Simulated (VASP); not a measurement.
Here is a VASP 6.6.1 calculation.

Contents of POSCAR:

```
Ca2C
1.0
    0.0000000000      3.1285803957      3.1285803957
    3.1285803957      0.0000000000      3.1285803957
    3.1285803957      3.1285803957      0.0000000000
C Ca
1 2
Direct
    0.0000000000      0.0000000000      0.0000000000
    0.2500000000      0.2500000000      0.2500000000
    0.7500000000      0.7500000000      0.7500000000
```

File INCAR.step1:

```
PREC     = Accurate       # precision mode
ENCUT    = 520            # plane-wave cutoff, eV
EDIFF    = 1E-5           # SCF threshold, eV
ISMEAR   = 0              # smearing method
SIGMA    = 0.01           # smearing width, eV
LREAL    = False          # projectors in reciprocal space
LASPH    = True           # aspherical terms in the spheres
NELM     = 80             # most SCF steps
ALGO     = Normal         # electronic algorithm
ISIF     = 2              # what is computed and relaxed
LWAVE    = True           # write WAVECAR
LCHARG   = False          # write CHGCAR
NBANDS   = 19             # bands
GGA      = PE             # functional
```

File INCAR.step2:

```
PREC     = Accurate       # precision mode
ENCUT    = 520            # plane-wave cutoff, eV
EDIFF    = 1E-6           # SCF threshold, eV
ISMEAR   = 0              # smearing method
SIGMA    = 0.01           # smearing width, eV
LREAL    = False          # projectors in reciprocal space
LASPH    = True           # aspherical terms in the spheres
NELM     = 80             # most SCF steps
ALGO     = Normal         # electronic algorithm
ISIF     = 2              # what is computed and relaxed
LWAVE    = False          # write WAVECAR
LCHARG   = False          # write CHGCAR
GGA      = PE             # functional
LHFCALC  = True           # exact exchange
HFSCREEN = 0.2079         # screening, 1/A
PRECFOCK = Normal       
NBANDS   = 19             # bands
ISTART   = 1
```

KPOINTS

```
regular mesh
0
Gamma
  4 4 4
```

Potentials or basis: VASP PAW PBE potentials, release 64 (C, Ca_sv).

Run with:

```console
$ cat potpaw_PBE.64/C/POTCAR potpaw_PBE.64/Ca_sv/POTCAR > POTCAR
$ cp INCAR.step1 INCAR
$ mpirun -np 1 vasp_std > vasp.out
$ cp INCAR.step2 INCAR
$ mpirun -np 1 vasp_std > vasp.out
```

Problem. Predict the pressure.

Solution. 0.6 GPa.

Problem. Estimate the band gap on the k mesh.

Solution. 0.82 eV.

Caveat: the k points lie up to 0.43 Å⁻¹ apart; the PAW data sets were made with another functional, which shifts forces and pressure a little. A k mesh can miss the band edges.
